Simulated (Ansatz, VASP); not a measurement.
# One calculation of Sn3Se, two programs

The input INCAR:

```
SYSTEM = Sn3Se
PREC     = Accurate       ! precision mode
ENCUT    = 520            ! plane-wave cutoff, eV
EDIFF    = 1E-6           ! SCF threshold, eV
ISMEAR   = 0              ! smearing method
SIGMA    = 0.15           ! smearing width, eV
LREAL    = .False.        ! projectors in reciprocal space
LASPH    = .True.         ! aspherical terms in the spheres
NELM     = 60             ! most SCF steps
ALGO     = Normal         ! electronic algorithm
ISIF     = 2              ! what is computed and relaxed
LWAVE    = .False.        ! write WAVECAR
LCHARG   = .False.        ! write CHGCAR
GGA      = PE             ! functional
NBANDS   = 32             ! bands
```

The input KPOINTS:

```
Automatic mesh
0
Gamma
  12 12 12
  0 0 0
```

Contents of POSCAR:

```
Sn3Se
1.0
    0.0000000000      3.7279542406      3.7279542406
    3.7279542406      0.0000000000      3.7279542406
    3.7279542406      3.7279542406      0.0000000000
Sn Se
3 1
Direct
    0.2500000000      0.2500000000      0.2500000000
    0.7500000000      0.7500000000      0.7500000000
    0.4955337435      0.4955337435      0.5044662565
    0.0000000000      0.0000000000      0.0000000000
```

Input for Ansatz:

```yaml
crystal:
  lattice:
    - [0.0, 3.7279542406, 3.7279542406]
    - [3.7279542406, 0.0, 3.7279542406]
    - [3.7279542406, 3.7279542406, 0.0]
  atoms:
    - { symbol: Sn, position: [0.25, 0.25, 0.25] }
    - { symbol: Sn, position: [0.75, 0.75, 0.75] }
    - { symbol: Sn, position: [0.4955337435, 0.4955337435, 0.5044662565] }
    - { symbol: Se, position: [0.0, 0.0, 0.0] }
basis:
  ecutwfc: 420
kpoints:
  mp_grid: { grid: [12, 12, 12] }
hamiltonian:
  xc: pbe
scf:
  occupations: { method: gaussian, width: 0.15 }
output:
  forces: true
  stress: true
  eigenvalues: true
```

Alike in both runs: task single point; functional PBE; k mesh 12 × 12 × 12; occupations gaussian, width 0.15 eV; no spin polarisation.

```csv
,VASP,Ansatz
version,VASP 6.6.1,Ansatz 0.2.0
potentials or method,"VASP PAW PBE potentials, release 64 (Sn_d, Se), cutoff 520 eV","scalar-relativistic, plane waves, PAW"
valence electrons in the cell,48,58
```

```tsv
	VASP	Ansatz	Ansatz less VASP
gap on the k mesh at the Fermi level (eV)	none	none	-
pressure (GPa)	0.1	0.2	+0.01
rms of the force components (eV/Å)	0.028	0.028	-0.0001
```

Atom by atom the forces differ by 0.000 eV/Å (rms over components). A gap of «none» marks a metal or a gap that the smearing closes. VASP's potentials hold 48 valence electrons a cell and Ansatz's 58, so a difference there can come from the potentials and not from the codes.
